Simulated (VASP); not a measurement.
**Si2Ni: single point with PBE+U**

Crystal: Si2Ni.

```
Ni Si
1.0
     0.00000    2.72373    2.72373
     2.72373    0.00000    2.72373
     2.72373    2.72373    0.00000
Ni Si
1 2
Direct
  0.00000 0.00000 0.00000
  0.75000 0.75000 0.75000
  0.25000 0.25000 0.25000
```

```
Program                : VASP 6.6.1
Task                   : single point
Functional             : PBE
Potentials or basis    : VASP PAW PBE potentials, release 64 (Ni_sv_GW, Si)
Cutoff                 : 690 eV
k mesh                 : 9 × 9 × 9
Occupations            : fermi-dirac, width 0.05 eV
Spin                   : collinear spin, ferromagnetic start
Starting moments       : [1.0, 0.0, 0.0] μB
Hubbard terms          : Ni d U = 5.0 eV
Dipole correction      : no
Further INCAR settings : ALGO = Normal; EDIFF = 1e-06; NBANDS = 24
```

```json
{
  "Pressure": "-0.5 GPa",
  "Band gap on the k mesh": "zero (filled and empty bands overlap)",
  "Net moment": "0.00 μB per cell",
  "Valence electrons inside the program's atomic spheres": "Ni 16.65; Si 1.57"
}
```

Levels at points of the mesh, in eV from the Fermi level:
Spin up:
```csv
k point,band 10,band 11,band 12,band 13,band 14,band 15,band 16,band 17
"(0.00, 0.00, 0.00)",-3.84,-0.44,1.69,1.69,1.69,2.51,2.51,2.51
```
Spin down:
```tsv
k point	band 10	band 11	band 12	band 13	band 14	band 15	band 16	band 17
(0.00, 0.00, 0.00)	-3.84	-0.44	1.69	1.69	1.69	2.51	2.51	2.51
```

Eigenvalues of the final occupation matrices:
```
    site  spin  trace               eigenvalues
site 1 d     1   4.00  0.77 0.77 0.77 0.85 0.85
site 1 d     2   4.00  0.77 0.77 0.77 0.85 0.85
```

Run time: 2.4 min on 1 thread of AMD EPYC 9R45 96-Core Processor (Zen 5) (shared host), peak memory 0.27 GiB.

Caveat: the moments typed at the start vanished in this run; the U is typed as a test and isn't derived for this compound. The state reached can hang on the start; a lower one may exist.
